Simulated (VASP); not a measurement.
The system is LaGa3N4.

```xyz
8
Lattice="3.3710 0.0000 0.0000 -1.6855 2.9194 0.0000 0.0000 0.0000 11.3117" Properties=species:S:1:pos:R:3 pbc="T T T"
Ga    0.0000    1.9462    0.2842
Ga    0.0000    1.9462    5.3941
Ga    1.6855    0.9731    2.8359
La    1.6855    0.9731    8.4835
N     0.0000    1.9462    2.2680
N     0.0000    1.9462    7.3483
N     1.6855    0.9731    4.8245
N     1.6855    0.9731   10.9802
```

```yaml
Program: VASP 6.6.1
Task: relaxation of cell and atoms
Functional: r2SCAN
Potentials_or_basis: VASP PAW PBE potentials, release 64 (Ga_d, La, N)
Cutoff: 660 eV
k_mesh: 12 × 12 × 2
Occupations: fermi-dirac, width 0.02 eV
Spin: no spin polarisation
```

At the start: pressure -3.7 GPa; volume 13.91 Å³/atom.

Where does the relaxation end?

Over 19 steps the energy falls by 4.7 meV/atom and the volume is 13.55 Å³/atom (-2.6 %); space group P3m1 (No. 156, to 0.05 Å).

The path:
| step | energy change (eV) | largest force (eV/Å) | pressure (GPa) | volume (Å³) |
| --- | --- | --- | --- | --- |
| 1 | 0.0000 | 0.1639 | -3.72 | 111.32 |
| 2 | -0.0078 | 0.4808 | 3.61 | 106.19 |
| 3 | -0.0344 | 0.2256 | 0.02 | 108.53 |
| 4 | -0.0344 | 0.2228 | -0.04 | 108.59 |
| 5 | -0.0366 | 0.0799 | -0.02 | 108.37 |
| 6 | -0.0367 | 0.0784 | -0.01 | 108.40 |
| 7 | -0.0373 | 0.0467 | 0.05 | 108.34 |
| 8 | -0.0373 | 0.0456 | 0.05 | 108.33 |
| 9 | -0.0373 | 0.0450 | 0.07 | 108.32 |
| 10 | -0.0375 | 0.0215 | -0.07 | 108.39 |
| 11 | -0.0375 | 0.0218 | -0.04 | 108.40 |
| 12 | -0.0375 | 0.0236 | -0.07 | 108.42 |
| 13 | -0.0375 | 0.0231 | -0.04 | 108.41 |
| 14 | -0.0375 | 0.0091 | 0.01 | 108.37 |
| 15 | -0.0375 | 0.0087 | 0.02 | 108.37 |
| 16 | -0.0375 | 0.0054 | -0.01 | 108.39 |
| 17 | -0.0375 | 0.0058 | -0.03 | 108.39 |
| 18 | -0.0375 | 0.0050 | 0.02 | 108.37 |
| 19 | -0.0375 | 0.0036 | -0.02 | 108.38 |

Final structure:
```
Ga La N
1.0
     3.33747    0.00000    0.00000
    -1.66873    2.89033    0.00000
     0.00000    0.00000   11.23483
Ga La N
3 1 4
Direct
  0.33333 0.66667 0.02580
  0.33333 0.66667 0.47616
  0.66667 0.33333 0.25067
  0.66667 0.33333 0.75010
  0.33333 0.66667 0.20072
  0.33333 0.66667 0.64845
  0.66667 0.33333 0.42608
  0.66667 0.33333 0.97202
```

Caveat: the PAW data sets were made with another functional, which shifts forces and pressure a little.
